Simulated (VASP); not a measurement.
Set up this calculation in VASP 6.6.1, as the native input.

```
Task                   : single point
Functional             : r2SCAN
Potentials or basis    : VASP PAW PBE potentials, release 64 (P, Sb, Ga_d)
Cutoff                 : 520 eV
k mesh                 : 6 × 4 × 4
Occupations            : fermi-dirac, width 0.02 eV
Spin                   : no spin polarisation
Dipole correction      : no
Further INCAR settings : ALGO = Normal; EDIFF = 1e-06; NBANDS = 46
```

Ga4Sb3P:

```xyz
8
Lattice="4.2210 0.0000 0.0000 0.0000 4.2221 5.9660 0.0000 -4.2221 5.9660" Properties=species:S:1:pos:R:3 pbc="T T T"
P     0.0000    0.0000    0.0016
Sb    2.1105   -2.1086    2.9798
Sb    2.1105    2.1086    2.9798
Sb    0.0000    0.0000    5.9829
Ga    2.1105    0.0000   10.5911
Ga    0.0000    2.2478    7.3763
Ga    0.0000   -2.2478    7.3763
Ga    2.1105    0.0000    4.4741
```

These files were run (other wordings do the same):

POSCAR

```
Ga4Sb3P
1.0
    4.2210046607      0.0000000000      0.0000000000
    0.0000000000      4.2221487183      5.9659955236
    0.0000000000     -4.2221487183      5.9659955236
P Sb Ga
1 3 4
Direct
    0.0000000000      0.0001372609      0.0001372609
    0.5000000000      0.0000300235      0.4994351868
    0.5000000000      0.4994351868      0.0000300235
    0.0000000000      0.5014150624      0.5014150624
    0.5000000000      0.8876253303      0.8876253303
    0.0000000000      0.8843824329      0.3520058280
    0.0000000000      0.3520058280      0.8843824329
    0.5000000000      0.3749688751      0.3749688751
```

INCAR.step1

```
  PREC = Accurate
  ENCUT = 520
  ISMEAR = -1
  SIGMA = 0.02
  LREAL = F
  LASPH = T
  NELM = 80
  NBANDS = 46
  GGA = PE
  ALGO = Normal
  EDIFF = 1E-4
  LWAVE = T
  LCHARG = F
```

INCAR.step2

```
  PREC = Accurate
  ENCUT = 520
  EDIFF = 1E-6
  ISMEAR = -1
  SIGMA = 0.02
  LREAL = F
  LASPH = T
  NELM = 80
  ALGO = Normal
  ISIF = 2
  LWAVE = F
  LCHARG = F
  METAGGA = R2SCAN
  LMIXTAU = T
  NBANDS = 46
  ISTART = 1
```

KPOINTS

```
regular mesh
0
Gamma
  6 4 4
```

Potentials or basis: VASP PAW PBE potentials, release 64 (P, Sb, Ga_d).

Command:

```sh
$ cat potpaw_PBE.64/P/POTCAR potpaw_PBE.64/Sb/POTCAR potpaw_PBE.64/Ga_d/POTCAR > POTCAR
$ cp INCAR.step1 INCAR
$ mpirun -np 1 vasp_std > vasp.out
$ cp INCAR.step2 INCAR
$ mpirun -np 1 vasp_std > vasp.out
```

It gave:

```
Pressure               : 0.1 GPa
Largest force          : 0.018 eV/Å
Band gap on the k mesh : 0.06 eV
```

Caveat: semilocal functionals underestimate gaps, and a narrow one can read as zero; the PAW data sets were made with another functional, which shifts forces and pressure a little; spin-orbit coupling is left out, which moves the levels of the heavy elements.

Run time: 27 min on 1 thread of Oxide Virtual Turin-like Processor, with other jobs on the host, peak memory 0.44 GiB.
